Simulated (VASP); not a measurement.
Input of a VASP 6.6.1 run:

INCAR

```
  ALGO = Fast
  EDIFF = 1E-6
  EDIFFG = -0.01
  ENCUT = 600
  GGA = PS
  IBRION = 2
  ISIF = 3
  ISMEAR = 0
  LASPH = True
  LCHARG = False
  LREAL = False
  LWAVE = False
  NELM = 60
  NSW = 100
  PREC = Accurate
  SIGMA = 0.1
```

Contents of KPOINTS:

```
k-points
0
Gamma
  12 12 4
```

POSCAR

```
Ba
1.0
    4.2216991383      0.0000000000      0.0000000000
   -2.1108495691      3.6560987009      0.0000000000
    0.0000000000      0.0000000000     14.9687767619
Ba
4
Direct
    0.3333333333      0.6666666667      0.3784553425
    0.6666666667      0.3333333333      0.8784553425
    0.6666666667      0.3333333333      0.6215446575
    0.3333333333      0.6666666667      0.1215446575
```

Potentials or basis: VASP PAW PBE potentials, release 64 (Ba_sv).

Launch:

```bash
$ cat potpaw_PBE.64/Ba_sv/POTCAR > POTCAR
$ mpirun -np 1 vasp_std > vasp.out
```

(1) Estimate the band gap on the k mesh.

(2) What does it give for the relaxed cell?

Answers

(1) zero (bands 20 and 21 overlap by 0.51 eV).

(2) a = 4.231 Å, b = 4.231 Å, c = 15.040 Å, α = 90.00°, β = 90.00°, γ = 120.00°.

Caveat: spin-orbit coupling is left out, which moves the levels of the heavy elements.
